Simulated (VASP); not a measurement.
A run of VASP 6.6.1 is set up as follows.

File INCAR:

```
SYSTEM = Cu
ALGO = Fast
EDIFF = 1E-6
ENCUT = 520
GGA = PS
ISIF = 2
ISMEAR = 0
LASPH = .True.
LCHARG = .False.
LREAL = .False.
LWAVE = .False.
NBANDS = 18
NELM = 100
PREC = Accurate
SIGMA = 0.15
```

The input KPOINTS:

```
k-points
0
Gamma
  24 24 12
  0 0 0
```

Contents of POSCAR:

```
Cu
1.0
    2.6671367450      0.0000000000      0.0000000000
   -1.3335683725      2.1945920917      0.0000000000
    0.0000000000      0.0000000000      4.1125710000
Cu
2
Direct
    0.3333333333      0.6666666667      0.2500000000
    0.6666666667      0.3333333333      0.7500000000
```

Potentials or basis: VASP PAW PBE potentials, release 64 (Cu).

Launch:

```bash
$ cat potpaw_PBE.64/Cu/POTCAR > POTCAR
$ mpirun -np 1 vasp_std > vasp.out
```

Q: What does it give for the pressure?

A: -7.8 GPa.

Q: Estimate the band gap on the k mesh.

A: Zero (bands 11 and 12 overlap by 5.65 eV).

Q: What does it give for the largest force?

A: 0.088 eV/Å.

Stress tensor (GPa, compression positive):
```
-11.77   0.00   0.00
  0.00  -7.34   0.00
  0.00   0.00  -4.44
```

Caveat: the cell differs from its parent crystal (strain +0.0525 x Voigt [1, 0, 0, 0, 0, 0]); the stress differs along the axes, from -12 to -4 GPa; the PAW data sets were made with another functional, which shifts forces and pressure a little.
